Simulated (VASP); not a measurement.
Write the native input for VASP 6.6.1 that does the following.

```
Task                   : single point
Functional             : PBE
Potentials or basis    : VASP PAW PBE potentials, release 64 (Li_sv)
Cutoff                 : 520 eV
k mesh                 : 13 × 13 × 13
Occupations            : fermi-dirac, width 0.08 eV
Spin                   : no spin polarisation
Dipole correction      : no
Further INCAR settings : ALGO = Normal; EDIFF = 1e-06; NBANDS = 8
```

The structure of Li lies in POSCAR:

```
Li
1.0
    0.0000000000      2.1579600000      2.2020000000
    2.1579600000      0.0000000000      2.2020000000
    2.1579600000      2.1579600000      0.0000000000
Li
1
Direct
    0.0000000000      0.0000000000      0.0000000000
```

This cell differs from its parent crystal: equal xx and yy strain of -2 %.

One way to write it, as run:

INCAR

```
SYSTEM = Li
ALGO     = Normal         ! electronic algorithm
EDIFF    = 1E-6           ! SCF threshold, eV
ENCUT    = 520            ! plane-wave cutoff, eV
GGA      = PE             ! functional
ISIF     = 2              ! what is computed and relaxed
ISMEAR   = -1             ! smearing method
LASPH    = .True.         ! aspherical terms in the spheres
LCHARG   = .False.        ! write CHGCAR
LREAL    = .False.        ! projectors in reciprocal space
LWAVE    = .False.        ! write WAVECAR
NBANDS   = 8              ! bands
NELM     = 100            ! most SCF steps
PREC     = Accurate       ! precision mode
SIGMA    = 0.08           ! smearing width, eV
```

KPOINTS

```
k-points
0
Gamma
  13 13 13
  0 0 0
```

Potentials or basis: VASP PAW PBE potentials, release 64 (Li_sv).

Launch:

```sh
$ cat potpaw_PBE.64/Li_sv/POTCAR > POTCAR
$ mpirun -np 1 vasp_std > vasp.out
```

Run time: 20 s on 1 thread of Intel(R) Xeon(R) Platinum 8259CL CPU @ 2.50GHz (Skylake/Cascade Lake) (shared host), peak memory 0.14 GiB.
